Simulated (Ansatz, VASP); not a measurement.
## Two plane-wave programs on La

POSCAR

```
La
1.0
    3.8247735967      0.0000000000      0.0000000000
   -1.9123867983      3.3123510984      0.0000000000
    0.0000000000      0.0000000000      6.0410111213
La
2
Direct
    0.3333333333      0.6666666667      0.2500000000
    0.6666666667      0.3333333333      0.7500000000
```

Contents of INCAR.step1:

```
SYSTEM = La
PREC = Accurate ; ENCUT = 520
ISMEAR = -1 ; SIGMA = 0.1
LREAL = .False. ; LASPH = .True.
NELM = 100 ; NBANDS = 18
GGA = PE ; ALGO = Normal
EDIFF = 1E-4 ; LWAVE = .True.
LCHARG = .False.
```

File INCAR.step2:

```
SYSTEM = La
PREC = Accurate ; ENCUT = 520
EDIFF = 1E-6 ; ISMEAR = -1
SIGMA = 0.1 ; LREAL = .False.
LASPH = .True. ; NELM = 100
ALGO = Normal ; ISIF = 2
LWAVE = .False. ; LCHARG = .False.
METAGGA = R2SCAN ; LMIXTAU = .True.
NBANDS = 18 ; ISTART = 1
```

KPOINTS

```
regular mesh
0
Gamma
  11 11 6
  0 0 0
```

Input for Ansatz:

```yaml
crystal:
  lattice:
    - [3.8247735967, 0.0, 0.0]
    - [-1.9123867983, 3.3123510984, 0.0]
    - [0.0, 0.0, 6.0410111213]
  atoms:
    - { symbol: La, position: [0.3333333333, 0.6666666667, 0.25] }
    - { symbol: La, position: [0.6666666667, 0.3333333333, 0.75] }
hamiltonian:
  xc: r2scan
  pseudopotentials:
    kind: paw
    azcp:
      La: "pseudopotentials/La.paw.azcp"
basis:
  ecutwfc: 500
  fft_grid_basis: typed
kpoints:
  mp_grid: { grid: [11, 11, 6], shift: [0, 0, 0] }
magnetization:
  spin_polarized: false
scf:
  occupations: { method: fermi_dirac, width: 0.1 }
  lower_state_search: "off"
output:
  stress: true
```

Alike in both runs: task single point; functional r2SCAN; k mesh 11 × 11 × 6; occupations fermi-dirac, width 0.1 eV; no spin polarisation.

|  | VASP | Ansatz |
| --- | --- | --- |
| version | VASP 6.6.1 | Ansatz 0.2.0 |
| potentials or method | VASP PAW PBE potentials, release 64 (La), cutoff 520 eV | plane waves (500 eV) with PAW, scalar-relativistic |
| valence electrons in the cell | 22 | 22 |

|  | VASP | Ansatz | Ansatz less VASP |
| --- | --- | --- | --- |
| pressure (GPa) | 0.0 | -0.1 | -0.06 |
| traceless stress, the component that is largest in VASP (GPa) | -0.05 | -0.04 | +0.014 |

VASP's potentials were made for PBE, not for r2SCAN.

Spin-orbit coupling is off throughout.
